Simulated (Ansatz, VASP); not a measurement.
SiC in VASP and in Ansatz

```
CELL_PARAMETERS angstrom
3.09500 0.00000 0.00000
-1.54750 2.68035 0.00000
0.00000 0.00000 15.17000
ATOMIC_POSITIONS crystal
Si 0.66667 0.33333 0.45830
Si 0.33333 0.66667 0.95830
Si 0.66667 0.33333 0.79170
Si 0.33333 0.66667 0.29170
Si 0.00000 0.00000 0.62500
Si 0.00000 0.00000 0.12500
C 0.66667 0.33333 0.33330
C 0.33333 0.66667 0.83330
C 0.66667 0.33333 0.66670
C 0.33333 0.66667 0.16670
C 0.00000 0.00000 0.50000
C 0.00000 0.00000 0.00000
```

Alike in both runs: task relaxation of cell and atoms; functional RPBE; dispersion D4; k mesh 10 × 10 × 2; occupations fermi-dirac, width 0.05 eV; no spin polarisation.

```csv
,VASP,Ansatz
version,VASP 6.6.1,Ansatz 0.2.0
potentials or method,"VASP PAW PBE potentials, release 64 (Si, C)",Ansatz PAW
plane-wave cutoff (eV),600,420
valence electrons in the cell,48,48
```

```tsv
	VASP	Ansatz	Ansatz less VASP
gap on the k mesh at the Fermi level, each at its own relaxed structure (eV)	2.03	2.03	+0.005
relaxed volume (Å³/atom)	10.14	10.18	+0.034
relaxed length of the cell vector where the two differ most in proportion (Å)	15.012	15.031	+0.0187
```

VASP's potentials were made for PBE, not for RPBE.

Noted on Ansatz's run: the plane-wave basis is chosen anew once the cell has moved, so the energies of steps on either side of that aren't comparable.
